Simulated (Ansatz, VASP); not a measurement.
Si in VASP and in Ansatz

```
CELL_PARAMETERS angstrom
0.00000 2.70083 2.70083
2.70083 0.00000 2.70083
2.70083 2.70083 0.00000
ATOMIC_POSITIONS crystal
Si 0.50000 0.50000 0.50000
Si 0.75000 0.75000 0.75000
```

Alike in both runs: functional LDA; k mesh 8 × 8 × 8; occupations gaussian, width 0.02 eV; no spin polarisation.

Ansatz relaxed the structure, and its values are those at the end. VASP's run is a single point on that final structure, the one shown.

```csv
,VASP,Ansatz
version,VASP 6.6.1,Ansatz 0.2.0
potentials or method,"VASP PAW LDA potentials, release 64 (Si), cutoff 520 eV","scalar-relativistic, plane waves, PAW"
valence electrons in the cell,8,8
```

```tsv
	VASP	Ansatz	Ansatz less VASP
gap on the k mesh at the Fermi level (eV)	0.49	0.49	+0.002
least direct gap on the mesh (eV)	2.53	2.53	+0.002
pressure (GPa)	0.1	0.0	-0.06
```

Ansatz warns that its potentials were made for another functional, while VASP's fit it. LDA's correlation is that of Perdew and Zunger in VASP and of Perdew and Wang (1992) in Ansatz.
